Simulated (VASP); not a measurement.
# NaTmI4 (P6/mmm) in VASP: further runs, part 2 of 2

VASP 6.6.1. Earlier steps stand in the parts before.

### Step 4. Single point, PBE

This run uses another cell than the first one, of 47.04 Å³/atom.

INCAR

```
SYSTEM = NaTmI4
  PREC = Accurate
  ENCUT = 500
  EDIFF = 1E-6
  ISMEAR = 0
  SIGMA = 0.1
  LREAL = .FALSE.
  LASPH = .TRUE.
  NELM = 200
  ALGO = Normal
  ISIF = 2
  LWAVE = .FALSE.
  LCHARG = .FALSE.
  GGA = PE
  NBANDS = 31
  GGA_COMPAT = .FALSE.
  LMAXMIX = 6
```

KPOINTS

```
regular mesh
0
G
  6 6 4
  0 0 0
```

POSCAR

```
NaTmI4
1.0
    5.8191128075      0.0000000000      0.0000000000
   -2.9095564037      5.0394995187      0.0000000000
    0.0000000000      0.0000000000      9.6243675011
Na Tm I
1 1 4
Direct
    0.0000000000      0.0000000000      0.5000000000
    0.0000000000      0.0000000000      0.0000000000
    0.3333333333      0.6666666667      0.0000000000
    0.6666666667      0.3333333333      0.0000000000
    0.3333333333      0.6666666667      0.5000000000
    0.6666666667      0.3333333333      0.5000000000
```

Run with:

```sh
$ cat potpaw_PBE.64/Na_pv/POTCAR potpaw_PBE.64/Tm_3/POTCAR potpaw_PBE.64/I/POTCAR > POTCAR
$ mpirun -np 1 vasp_std > vasp.out
```

It took 3.4 min on 1 thread of Intel Xeon Platinum 8488C (Sapphire Rapids), shared host; peak memory 0.44 GiB.

Results (log left out):

```
Free energy            : -14.4103 eV
Pressure               : 0.1 GPa
Band gap on the k mesh : zero (bands 22 and 23 overlap by 0.64 eV)
```

Levels at points of the mesh, in eV from the Fermi level:
| k point | band 19 | band 20 | band 21 | band 22 | band 23 | band 24 | band 25 | band 26 |
| --- | --- | --- | --- | --- | --- | --- | --- | --- |
| (0.00, 0.00, 0.00) | -2.32 | -1.11 | -1.11 | -0.94 | -0.59 | 0.73 | 0.73 | 0.93 |
| (0.50, 0.00, 0.00) | -2.12 | -1.59 | -0.99 | -0.06 | 0.06 | 0.55 | 0.74 | 1.42 |
| (0.00, 0.00, 0.50) | -2.28 | -1.11 | -1.11 | -1.01 | -0.41 | 0.74 | 0.74 | 0.98 |
| (0.50, 0.00, 0.50) | -2.25 | -1.71 | -0.99 | -0.06 | 0.05 | 0.56 | 0.74 | 1.42 |

Caveat: spin-orbit coupling is left out, which moves the levels of the heavy elements; the 4f electrons are frozen in the core, so they carry no moment and show no levels; the run has no spin polarisation, though such a crystal can be magnetic.

### Step 5. Single point, revPBE

This run uses another cell than the first one, of 47.04 Å³/atom.

INCAR

```
SYSTEM = NaTmI4
ALGO     = Normal         ! electronic algorithm
EDIFF    = 1E-6           ! SCF threshold, eV
ENCUT    = 500            ! plane-wave cutoff, eV
GGA      = RE             ! functional
GGA_COMPAT= .FALSE.      
ISIF     = 2              ! what is computed and relaxed
ISMEAR   = 0              ! smearing method
LASPH    = .TRUE.         ! aspherical terms in the spheres
LCHARG   = .FALSE.        ! write CHGCAR
LMAXMIX  = 6              ! l up to which the mixer works
LREAL    = .FALSE.        ! projectors in reciprocal space
LWAVE    = .FALSE.        ! write WAVECAR
NBANDS   = 31             ! bands
NELM     = 200            ! most SCF steps
PREC     = Accurate       ! precision mode
SIGMA    = 0.1            ! smearing width, eV
```

KPOINTS

```
k-points
0
G
  6 6 4
  0 0 0
```

POSCAR is that of step 4.

Run with:

```sh
$ cat potpaw_PBE.64/Na_pv/POTCAR potpaw_PBE.64/Tm_3/POTCAR potpaw_PBE.64/I/POTCAR > POTCAR
$ mpirun -np 1 vasp_std > vasp.out
```

It took 4 min on 1 thread of Intel Xeon Platinum 8488C (Sapphire Rapids), shared host; peak memory 0.44 GiB.

It converged, with:

* Free energy: -13.1418 eV
* Pressure: 0.8 GPa
* Band gap on the k mesh: zero (bands 22 and 23 overlap by 0.59 eV)

Stress tensor (GPa, compression positive):
```
0.94 0.00 0.00
0.00 0.94 0.00
0.00 0.00 0.48
```

Levels at points of the mesh, in eV from the Fermi level:
| k point | band 20 | band 21 | band 22 | band 23 | band 24 | band 25 |
| --- | --- | --- | --- | --- | --- | --- |
| (0.00, 0.00, 0.00) | -1.10 | -1.10 | -0.97 | -0.54 | 0.75 | 0.75 |
| (0.50, 0.00, 0.00) | -1.61 | -0.99 | -0.06 | 0.06 | 0.57 | 0.74 |
| (0.00, 0.00, 0.50) | -1.11 | -1.11 | -1.03 | -0.38 | 0.76 | 0.76 |
| (0.50, 0.00, 0.50) | -1.72 | -0.99 | -0.06 | 0.05 | 0.59 | 0.74 |

Caveat: the PAW data sets were made with another functional, which shifts forces and pressure a little; spin-orbit coupling is left out, which moves the levels of the heavy elements; the 4f electrons are frozen in the core, so they carry no moment and show no levels; the run has no spin polarisation, though such a crystal can be magnetic. Spin polarisation is off, so any magnetic state and its effect on volume and gap are missing.

### Step 6. Relaxation of cell and atoms, PBE

INCAR

```
PREC = Accurate ; ENCUT = 500
EDIFF = 1E-7 ; ISMEAR = 0
SIGMA = 0.1 ; LREAL = False
LASPH = True ; NELM = 200
ALGO = Normal ; ISIF = 3
LWAVE = False ; LCHARG = False
GGA = PE ; IBRION = 2
NSW = 90 ; EDIFFG = -0.04
GGA_COMPAT = False ; NELMIN = 4
LMAXMIX = 6
```

KPOINTS

```
regular mesh
0
Gamma
  3 3 4
```

POSCAR

```
NaTmI4
1.0
    6.2066901600      0.0000000000      0.0000000000
   -3.1033450800      5.3751513500      0.0000000000
    0.0000000000      0.0000000000      7.3761553400
Na Tm I
1 1 4
Direct
    0.0000000000      0.0000000000      0.5000000000
    0.0000000000      0.0000000000      0.0000000000
    0.3333333300      0.6666666700      0.0000000000
    0.6666666700      0.3333333300      0.0000000000
    0.3333333300      0.6666666700      0.5000000000
    0.6666666700      0.3333333300      0.5000000000
```

Potentials or basis: VASP PAW PBE potentials, release 64 (Na_pv, Tm_3, I), 4f in core.

Run with:

```sh
$ cat potpaw_PBE.64/Na_pv/POTCAR potpaw_PBE.64/Tm_3/POTCAR potpaw_PBE.64/I/POTCAR > POTCAR
$ mpirun -np 1 vasp_std > vasp.out
```

Run time: 11 min. Hardware: 1 thread of Intel Xeon Platinum 8488C (Sapphire Rapids), shared host; peak memory 0.4 GiB.

It converged, with:

```yaml
Free_energy: -14.3852 eV
Relaxed_volume: 45.86 Å³/atom
Relaxed_cell: a = 5.845 Å, b = 5.845 Å, c = 9.300 Å, α = 90.00°, β = 90.00°, γ = 120.00°
Space_group_after_relaxing_to_0.1_Å: P6/mmm (No. 191)
Energy_gained_by_relaxing: 184.9 meV/atom
Ionic_steps: 9
Pressure_after_relaxing: -0.1 GPa
Band_gap_on_the_k_mesh: zero (bands 22 and 23 overlap by 0.53 eV)
```

Stress tensor (GPa, compression positive):
```
-0.14  0.00  0.00
 0.00 -0.14  0.00
 0.00  0.00  0.03
```

Step by step:
```csv
step,energy change (eV),largest force (eV/Å),pressure (GPa),volume (Å³)
1,0.0000,0.0000,-1.46,246.08
2,-0.7192,0.0000,0.21,232.25
3,-0.8375,0.0000,2.10,223.58
4,-0.8423,0.0000,1.80,224.76
5,-0.9942,0.0000,1.06,237.41
6,-1.0802,0.0000,0.45,253.06
7,-1.1057,0.0000,-0.25,285.33
8,-1.1090,0.0000,-0.15,279.07
9,-1.1097,0.0000,-0.08,275.15
```

Final structure:
```cif
data_structure
_symmetry_space_group_name_H-M 'P 1'
_symmetry_Int_Tables_number 1
_cell_length_a 5.8448
_cell_length_b 5.8448
_cell_length_c 9.3002
_cell_angle_alpha 90.000
_cell_angle_beta 90.000
_cell_angle_gamma 120.000
_cell_volume 275.15
loop_
_atom_site_label
_atom_site_type_symbol
_atom_site_fract_x
_atom_site_fract_y
_atom_site_fract_z
_atom_site_occupancy
Na1 Na 0.00000 0.00000 0.50000 1
Tm1 Tm 0.00000 0.00000 0.00000 1
I1 I 0.33333 0.66667 0.00000 1
I2 I 0.66667 0.33333 0.00000 1
I3 I 0.33333 0.66667 0.50000 1
I4 I 0.66667 0.33333 0.50000 1
```

Levels at points of the mesh, in eV from the Fermi level:
```
           k point  band 20  band 21  band 22  band 23  band 24  band 25
(0.00, 0.00, 0.00)    -0.82    -0.82    -0.65    -0.59     0.71     0.71
(0.00, 0.00, 0.50)    -0.84    -0.84    -0.76    -0.38     0.73     0.73
```

Caveat: the k points lie up to 0.41 Å⁻¹ apart in the final cell, too coarse for converged energies and pressures of a metal; a cell axis changed by over 15 % at a fixed basis, so the end point is rough; spin-orbit coupling is left out, which moves the levels of the heavy elements; the 4f electrons are frozen in the core, so they carry no moment and show no levels; the run has no spin polarisation, though such a crystal can be magnetic. Spin polarisation is off, so any magnetic state and its effect on volume and gap are missing.

### Step 7. Relaxation of cell and atoms, PBE

This run uses another cell than the first one, of 45.41 Å³/atom.

INCAR

```
PREC = Accurate ; ENCUT = 500
EDIFF = 1E-7 ; ISMEAR = 0
SIGMA = 0.1 ; LREAL = F
LASPH = T ; NELM = 200
ALGO = Normal ; ISIF = 3
LWAVE = F ; LCHARG = F
GGA = PE ; IBRION = 2
NSW = 100 ; EDIFFG = -0.01
GGA_COMPAT = F ; NELMIN = 4
LMAXMIX = 6
```

KPOINTS

```
regular mesh
0
Gamma
  6 6 4
```

POSCAR

```
NaTmI4
1.0
    5.8312178962      0.0000000000      0.0000000000
   -2.9156089481      5.0499828331      0.0000000000
    0.0000000000      0.0000000000      9.2526921556
Na Tm I
1 1 4
Direct
    0.0000000000      0.0000000000      0.5000000000
    0.0000000000      0.0000000000      0.0000000000
    0.3333333333      0.6666666667      0.0000000000
    0.6666666667      0.3333333333      0.0000000000
    0.3333333333      0.6666666667      0.5000000000
    0.6666666667      0.3333333333      0.5000000000
```

Run with:

```sh
$ cat potpaw_PBE.64/Na_pv/POTCAR potpaw_PBE.64/Tm_3/POTCAR potpaw_PBE.64/I/POTCAR > POTCAR
$ mpirun -np 1 vasp_std > vasp.out
```

Wall time 14 min (1 thread of Intel Xeon Platinum 8488C (Sapphire Rapids), shared host); peak memory 0.49 GiB.

Results (log left out):

| Item | Value |
| --- | --- |
| Free energy | -14.4105 eV |
| Relaxed volume | 47.61 Å³/atom |
| Relaxed cell | a = 5.827 Å, b = 5.827 Å, c = 9.715 Å, α = 90.00°, β = 90.00°, γ = 120.00° |
| Space group after relaxing (to 0.1 Å) | P6/mmm (No. 191) |
| Energy gained by relaxing | 1.5 meV/atom |
| Ionic steps | 6 |
| Pressure after relaxing | 0.0 GPa |
| Band gap on the k mesh | zero (bands 22 and 23 overlap by 0.64 eV) |

Step by step:
| step | energy change (eV) | largest force (eV/Å) | pressure (GPa) | volume (Å³) |
| --- | --- | --- | --- | --- |
| 1 | 0.0000 | 0.0000 | -0.03 | 272.47 |
| 2 | -0.0015 | 0.0000 | 0.08 | 272.08 |
| 3 | -0.0017 | 0.0000 | 0.14 | 271.86 |
| 4 | -0.0031 | 0.0000 | 0.12 | 273.24 |
| 5 | -0.0063 | 0.0000 | 0.07 | 277.38 |
| 6 | -0.0091 | 0.0000 | -0.01 | 285.69 |

Final structure:
```
Na Tm I
1.0
     5.82705    0.00000    0.00000
    -2.91353    5.04638    0.00000
     0.00000    0.00000    9.71548
Na Tm I
1 1 4
Direct
  0.00000 0.00000 0.50000
  0.00000 0.00000 0.00000
  0.33333 0.66667 0.00000
  0.66667 0.33333 0.00000
  0.33333 0.66667 0.50000
  0.66667 0.33333 0.50000
```

Levels at points of the mesh, in eV from the Fermi level:
```
           k point  band 19  band 20  band 21  band 22  band 23  band 24  band 25  band 26
(0.00, 0.00, 0.00)    -2.31    -1.10    -1.10    -0.94    -0.59     0.72     0.72     0.92
(0.50, 0.00, 0.00)    -2.12    -1.59    -0.99    -0.05     0.06     0.55     0.73     1.41
(0.00, 0.00, 0.50)    -2.28    -1.10    -1.10    -1.00    -0.43     0.74     0.74     0.97
(0.50, 0.00, 0.50)    -2.23    -1.70    -0.98    -0.05     0.05     0.56     0.73     1.41
```

Caveat: spin-orbit coupling is left out, which moves the levels of the heavy elements; the 4f electrons are frozen in the core, so they carry no moment and show no levels; the run has no spin polarisation, though such a crystal can be magnetic.

### Step 8. Summary

| task | level | cell | k mesh | gap on the mesh (eV) | pressure (GPa) | relaxed volume (Å³/atom) |
| --- | --- | --- | --- | --- | --- | --- |
| single point | PBE | a = 6.207, b = 6.207, c = 7.376 Å, angles 90.0, 90.0, 120.0°, 6 atoms | 3 × 3 × 4 | none | -1.5 | - |
| single point | PBE | a = 5.831, b = 5.831, c = 9.253 Å, angles 90.0, 90.0, 120.0°, 6 atoms | 3 × 3 × 4 | none | 0.1 | - |
| single point | PBE | a = 5.819, b = 5.819, c = 9.624 Å, angles 90.0, 90.0, 120.0°, 6 atoms | 6 × 6 × 4 | none | 0.1 | - |
| single point | revPBE | a = 5.819, b = 5.819, c = 9.624 Å, angles 90.0, 90.0, 120.0°, 6 atoms | 6 × 6 × 4 | none | 0.8 | - |
| relaxation of cell and atoms | PBE | relaxed from a = 6.207, b = 6.207, c = 7.376 Å, angles 90.0, 90.0, 120.0°, 6 atoms | 3 × 3 × 4 | none | -0.1 | 45.86 |
| relaxation of cell and atoms | PBE | relaxed from a = 5.831, b = 5.831, c = 9.253 Å, angles 90.0, 90.0, 120.0°, 6 atoms | 6 × 6 × 4 | none | 0.0 | 47.61 |

Alike in all rows: potentials or basis VASP PAW PBE potentials, release 64 (Na_pv, Tm_3, I), 4f in core; no spin polarisation; cutoff (eV) 500; smearing gaussian 0.1 eV.

Caveats: some runs use coarse meshes; spin-orbit coupling is left out, which moves the levels of the heavy elements; the 4f electrons are frozen in the core, so they carry no moment and show no levels; the run has no spin polarisation, though such a crystal can be magnetic; the PAW data sets were made with another functional, which shifts forces and pressure a little (at least some runs); a cell axis changed by over 15 % at a fixed basis, so the end point is rough (at least some runs).

Total energies depend on the potentials used, so only differences within one code and one set of settings carry meaning.
